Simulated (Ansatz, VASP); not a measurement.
# One calculation of IrO, two programs

```
Ir O
1.0
     2.81081    0.00000    0.00000
     0.00000    2.81081    0.00000
     0.00000    0.00000    2.81081
Ir O
1 1
Direct
  0.00000 0.00000 0.00000
  0.50000 0.50000 0.50000
```

Alike in both runs: functional PBE; k mesh 8 × 8 × 8; occupations gaussian, width 0.1 eV; no spin polarisation.

Ansatz relaxed the structure, and its values are those at the end. VASP's run is a single point on that final structure, the one shown.

|  | VASP | Ansatz |
| --- | --- | --- |
| version | VASP 6.6.1 | Ansatz 0.2.0 |
| potentials or method | VASP PAW PBE potentials, release 64 (Ir, O), cutoff 520 eV | scalar-relativistic, plane waves, PAW |
| valence electrons in the cell | 15 | 23 |

|  | VASP | Ansatz | Ansatz less VASP |
| --- | --- | --- | --- |
| gap on the k mesh at the Fermi level (eV) | none | none | - |
| pressure (GPa) | 0.2 | 0.1 | -0.17 |

A gap of «none» marks a metal or a gap that the smearing closes. VASP's potentials hold 15 valence electrons a cell and Ansatz's 23, so a difference there can come from the potentials and not from the codes.

Neither program's run includes spin-orbit coupling.
